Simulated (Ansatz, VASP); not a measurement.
Two plane-wave programs on SnSe2

Contents of INCAR:

```
SYSTEM = SnSe2
PREC = Accurate
ENCUT = 500
EDIFF = 1E-6
ISMEAR = 0
SIGMA = 0.1
LREAL = .False.
LASPH = .True.
NELM = 120
ALGO = Normal
ISIF = 2
LWAVE = .False.
LCHARG = .False.
GGA = PE
NBANDS = 20
GGA_COMPAT = .False.
```

KPOINTS

```
Automatic mesh
0
Gamma
  6 6 4
  0 0 0
```

Contents of POSCAR:

```
SnSe2
1.0
    3.8418991400      0.0000000000      0.0000000000
   -1.9209495700      3.3271822500      0.0000000000
    0.0000000000      0.0000000000      6.4858801000
Sn Se
1 2
Direct
    0.0000000000      0.0000000000      0.0000000000
    0.6666666700      0.3333333300      0.7570988600
    0.3333333300      0.6666666700      0.2429011400
```

Input for Ansatz:

```yaml
crystal:
  lattice:
    - [3.84189914, 0.0, 0.0]
    - [-1.92094957, 3.32718225, 0.0]
    - [0.0, 0.0, 6.4858801]
  atoms:
    - { symbol: Sn, position: [0.0, 0.0, 0.0] }
    - { symbol: Se, position: [0.66666667, 0.33333333, 0.75709886] }
    - { symbol: Se, position: [0.33333333, 0.66666667, 0.24290114] }
basis:
  ecutwfc: 420
kpoints:
  mp_grid: { grid: [6, 6, 4] }
hamiltonian:
  xc: pbe
  pseudopotentials: { kind: paw, azcp: { folder: soft_1 } }
scf:
  occupations: { method: gaussian, width: 0.1 }
output:
  forces: true
  stress: true
  eigenvalues: true
```

Alike in both runs: task single point; functional PBE; k mesh 6 × 6 × 4; occupations gaussian, width 0.1 eV; no spin polarisation.

|  | VASP | Ansatz |
| --- | --- | --- |
| version | VASP 6.6.1 | Ansatz 0.2.0 |
| potentials or method | VASP PAW PBE potentials, release 64 (Sn_d, Se), cutoff 500 eV | scalar-relativistic, plane waves, PAW |
| valence electrons in the cell | 26 | 46 |

Ansatz gave:

| Quantity | Value |
| --- | --- |
| gap on the k mesh at the Fermi level (eV) | 0.75 |
| least direct gap on the mesh (eV) | 1.18 |
| pressure (GPa) | 1.9 |
| traceless stress, the component that is largest in VASP (GPa) | 0.06 |
| rms of the force components (eV/Å) | 0.111 |

**Question.** What did VASP give for the same quantities?

**Answer.** gap on the k mesh at the Fermi level (eV): 0.75; least direct gap on the mesh (eV): 1.17; pressure (GPa): 2.0; traceless stress, the component that is largest in VASP (GPa): 0.07; rms of the force components (eV/Å): 0.118.

Atom by atom the forces differ by 0.007 eV/Å (rms over components). VASP's potentials hold 26 valence electrons a cell and Ansatz's 46, so a difference there can come from the potentials and not from the codes.
